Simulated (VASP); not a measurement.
Write the native input for VASP 6.6.1 that does the following.

```
Task                   : single point
Functional             : PBE
Potentials or basis    : VASP PAW PBE potentials, release 64 (Cd, Se)
Cutoff                 : 500 eV
k mesh                 : 4 × 4 × 4
Occupations            : methfessel-paxton, width 0.014 eV
Spin                   : no spin polarisation
Dipole correction      : no
Further INCAR settings : ALGO = Normal; EDIFF = 1e-06; NBANDS = 16
```

The structure of CdSe lies in POSCAR:

```
CdSe
1.0
    0.0000000000      2.8739580000      2.8739580000
    2.8739580000      0.0000000000      2.8739580000
    2.8739580000      2.8739580000      0.0000000000
Cd Se
1 1
Direct
    0.0000000000      0.0000000000      0.0000000000
    0.5000000000      0.5000000000      0.5000000000
```

One way to write it, as run:

INCAR

```
PREC = Accurate
ENCUT = 500
EDIFF = 1E-6
ISMEAR = 1
SIGMA = 0.014
LREAL = F
LASPH = T
NELM = 120
ALGO = Normal
ISIF = 2
LWAVE = F
LCHARG = F
GGA = PE
NBANDS = 16
GGA_COMPAT = F
```

KPOINTS

```
regular mesh
0
Gamma
  4 4 4
```

Potentials or basis: VASP PAW PBE potentials, release 64 (Cd, Se).

Launch:

```console
$ cat potpaw_PBE.64/Cd/POTCAR potpaw_PBE.64/Se/POTCAR > POTCAR
$ mpirun -np 1 vasp_std > vasp.out
```

Results of the run:

```
Pressure               : 0.3 GPa
Band gap on the k mesh : zero (bands 9 and 10 overlap by 0.39 eV)
```

Caveat: the k points lie up to 0.47 Å⁻¹ apart; semilocal functionals underestimate gaps, and a narrow one can read as zero.

Wall time 7.2 s on 1 thread of Intel(R) Xeon(R) Platinum 8259CL CPU @ 2.50GHz (Skylake/Cascade Lake), on a shared host, peak memory 0.16 GiB.
